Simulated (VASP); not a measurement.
Input of a VASP 6.6.1 run:

File INCAR:

```
SYSTEM = TiSi16
  ALGO = Normal
  EDIFF = 1E-6
  ENCUT = 520
  GGA = PS
  ISIF = 2
  ISMEAR = -1
  LASPH = .TRUE.
  LCHARG = .FALSE.
  LREAL = Auto
  LWAVE = .FALSE.
  NBANDS = 52
  NELM = 80
  PREC = Accurate
  SIGMA = 0.05
```

The input KPOINTS:

```
k-points
0
G
  2 2 2
  0 0 0
```

Contents of POSCAR:

```
TiSi16
1.0
    0.0000000000      5.4300000000      5.4300000000
    5.4300000000      0.0000000000      5.4300000000
    5.4300000000      5.4300000000      0.0000000000
Si Ti
16 1
Direct
   -0.0064364641      0.0135819521     -0.0075230203
    0.0968508287      0.1563351750      0.1306077348
    0.0399355433     -0.0318508287      0.4892357274
    0.1383425414      0.1366114180      0.6004604052
   -0.0683609576      0.5406813996     -0.0390423573
    0.1087753223      0.6132872928      0.1070994475
    0.0218968692      0.4923204420      0.4756721915
    0.1440699816      0.5812523020      0.6353959484
    0.4859392265      0.0036003683      0.0384438306
    0.6371823204      0.1514548803      0.1112338858
    0.5113720074     -0.0121270718      0.4750368324
    0.6681767956      0.0730018416      0.6244567219
    0.5039871087      0.5273572744     -0.0146132597
    0.5596408840      0.6263996317      0.1949263352
    0.5589134438      0.4442909761      0.5265930018
    0.6508747698      0.6389042357      0.6214825046
    0.3400368324      0.4020810313      0.8958379374
```

Potentials or basis: VASP PAW PBE potentials, release 64 (Si, Ti_sv).

Command:

```sh
$ cat potpaw_PBE.64/Si/POTCAR potpaw_PBE.64/Ti_sv/POTCAR > POTCAR
$ mpirun -np 1 vasp_std > vasp.out
```

Question: Estimate the largest force.

Answer: 2.751 eV/Å.

Question: What does it give for the band gap on the k mesh?

Answer: Zero (band 38 reaches 6.70 eV, above the bottom of band 39 at 6.53 eV).

Forces in eV/Å, atoms in the order of the input:
```
Si  -1.512  0.798  0.823
Si  -0.447 -0.575 -0.137
Si   0.457  0.451 -0.217
Si  -0.529  1.026 -1.642
Si   1.477  1.151 -1.709
Si   2.529 -0.722  0.806
Si   0.500 -0.566  0.377
Si  -0.965 -1.322  2.050
Si  -1.150 -0.648 -0.156
Si   0.508 -0.494 -0.336
Si   1.616 -0.128  1.143
Si   0.555  0.091 -0.974
Si   1.024  0.913  0.108
Si  -0.635 -1.272  1.501
Si   0.154  0.082 -0.249
Si  -1.092  0.482 -0.923
Ti  -2.488  0.734 -0.465
```

Caveat: the k points lie up to 0.50 Å⁻¹ apart; the PAW data sets were made with another functional, which shifts forces and pressure a little.
